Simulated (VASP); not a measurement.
## Pt: single point with LDA

Crystal: Pt.

```
CELL_PARAMETERS angstrom
2.72519 0.00000 0.00000
-1.36260 2.36008 0.00000
0.00000 0.00000 6.80581
ATOMIC_POSITIONS crystal
Pt 0.00000 0.00000 0.00000
Pt 0.33333 0.66667 0.33333
Pt 0.66667 0.33333 0.66667
```

```yaml
Program: VASP 6.6.1
Task: single point
Functional: LDA
Potentials_or_basis: VASP PAW LDA potentials, release 64 (Pt)
Cutoff: 520 eV
k_mesh: 18 × 18 × 8
Occupations: methfessel-paxton, width 0.1 eV
Spin: no spin polarisation
Dipole_correction: no
Further_INCAR_settings: ALGO = Fast; EDIFF = 1e-06; NBANDS = 22
```

```yaml
Pressure: 4.6 GPa
Band_gap_on_the_k_mesh: zero (bands 15 and 16 overlap by 2.03 eV)
```

Stress tensor (GPa, compression positive):
```
5.57 0.00 0.00
0.00 5.57 0.00
0.00 0.00 2.55
```

Levels at points of the mesh, in eV from the Fermi level:
```tsv
k point	band 11	band 12	band 13	band 14	band 15	band 16	band 17	band 18	band 19	band 20
(0.00, 0.00, 0.00)	-3.55	-3.55	-1.70	-1.70	-0.83	-0.83	-0.83	-0.83	10.21	10.21
(0.50, 0.00, 0.00)	0.03	0.20	0.20	0.53	0.53	1.71	2.55	2.55	6.70	6.70
(0.00, 0.00, 0.50)	-3.68	-1.75	-1.75	-1.75	-1.75	-0.78	0.02	0.02	5.81	14.24
(0.50, 0.00, 0.50)	-1.20	-0.56	-0.01	0.14	0.34	0.34	3.19	3.19	6.19	8.53
```

It took 3.1 min on 1 thread of Intel(R) Xeon(R) 6975P-C (Granite Rapids) (shared host), peak memory 0.29 GiB.

Caveat: the cell stands under pressure; spin-orbit coupling is left out, which moves the levels of the heavy elements.
